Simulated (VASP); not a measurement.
Here is a VASP 6.6.1 calculation.

INCAR

```
SYSTEM = Cr
  PREC = Accurate
  ENCUT = 520
  EDIFF = 1E-6
  ISMEAR = -1
  SIGMA = 0.05
  LREAL = .False.
  LASPH = .True.
  NELM = 150
  ALGO = Normal
  ISIF = 2
  LWAVE = .False.
  LCHARG = .False.
  ISPIN = 2
  MAGMOM = 2.3 -2.3 -2.3 2.3
  LORBIT = 11
  LMAXMIX = 4
  GGA = PE
  NBANDS = 36
```

Contents of KPOINTS:

```
Automatic mesh
0
Gamma
  6 10 6
  0 0 0
```

The input POSCAR:

```
Cr
1.0
    0.0000000000      0.0000000000      4.4100000000
    2.7140000000      0.0000000000      0.0000000000
    0.0000000000      4.7007858918      0.0000000000
Cr
4
Direct
    0.2500000000      1.0000000000      0.3333333334
    0.2500000000      0.5000000000      0.8333333334
    0.7500000000      0.5000000000      0.1666666666
    0.7500000000      0.0000000000      0.6666666666
```

Potentials or basis: VASP PAW PBE potentials, release 64 (Cr_pv).

Command:

```console
$ cat potpaw_PBE.64/Cr_pv/POTCAR > POTCAR
$ mpirun -np 1 vasp_std > vasp.out
```

Predict the pressure.

-8.4 GPa.

Estimate the band gap on the k mesh.

zero (filled and empty bands overlap).

What does it give for the site moments?

Cr +2.40, -2.40 (each value once) μB.

Stress tensor (GPa, compression positive):
```
 -0.66   0.00   0.00
  0.00 -16.51   0.00
  0.00   0.00  -8.03
```

Caveat: the cell stands under tension.
